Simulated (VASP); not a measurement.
Pd, 2 atoms in the cell. It takes space group P6_3/mmc (No. 194, hexagonal). Conventional cell: a = 2.784 Å, b = 2.784 Å, c = 4.629 Å, α = 90.00°, β = 90.00°, γ = 120.00°. Within 3.7 Å of Pd (site symmetry -6m2) lie 12 Pd at 2.78 to 2.82 Å. This isn't the form of Pd at room conditions, which is fcc.

```yaml
Program: VASP 6.6.1
Task: single point
Functional: PBE
Potentials_or_basis: VASP PAW PBE potentials, release 64 (Pd)
Cutoff: 520 eV
k_mesh: 14 × 14 × 7
Occupations: fermi-dirac, width 0.05 eV
Spin: no spin polarisation
Dipole_correction: no
Further_INCAR_settings: ALGO = Normal; EDIFF = 1e-06; NBANDS = 17
```

Potentials or basis: VASP PAW PBE potentials, release 64 (Pd).

Run with:

```bash
$ cat potpaw_PBE.64/Pd/POTCAR > POTCAR
$ mpirun -np 1 vasp_std > vasp.out
```

Hardware: 1 thread of Intel Xeon 8259CL (shared host).

Estimate the wall time of this run.

Run time: 46 s on 1 thread of Intel Xeon 8259CL (shared host), peak memory 0.18 GiB. Counts: scf iterations 11, k points 96.
